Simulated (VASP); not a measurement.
## PtS2: equation of state with PBE+D3(BJ)

PtS2:

```
Pt S
1.0
     3.54320    0.00000    0.00000
    -1.77160    3.06850    0.00000
     0.00000    0.00000    5.03880
Pt S
1 2
Direct
  0.00000 0.00000 0.00000
  0.66667 0.33333 0.77300
  0.33333 0.66667 0.22700
```

```
Program                : VASP 6.6.1
Task                   : equation of state
Functional             : PBE
Dispersion             : D3(BJ)
Potentials or basis    : VASP PAW PBE potentials, release 64 (Pt, S)
Cutoff                 : 690 eV
k mesh                 : 11 × 11 × 7
Occupations            : gaussian, width 0.03 eV
Spin                   : no spin polarisation
Tolerance level        : standard
Purpose                : equation of state
Eos scales             : [0.91, 0.94, 0.97, 1.0, 1.03, 1.06, 1.09]
Further INCAR settings : ALGO = Normal; EDIFF = 1e-07; NSW = 0
```

| Item | Value |
| --- | --- |
| Equilibrium volume | 19.17 Å³/atom |
| Bulk modulus at fixed shape and positions | 134 GPa |
| Pressure derivative of the bulk modulus | 4.8 |

Energy against volume, from the lowest point:
| volume (Å³/atom) | energy (meV/atom) |
| --- | --- |
| 16.618 | 186.34 |
| 17.165 | 107.73 |
| 17.713 | 53.21 |
| 18.261 | 19.09 |
| 18.809 | 2.23 |
| 19.357 | 0.00 |
| 19.905 | 10.14 |

Run time: 2.7 min on 2 MPI ranks on AMD EPYC 9R45 96-Core Processor (Zen 5), with other jobs on the host, peak memory 0.28 GiB a rank.

Caveat: the cell was scaled at fixed shape and fractional positions, which overstates the stiffness of a crystal with free parameters, most of all of layers and chains.
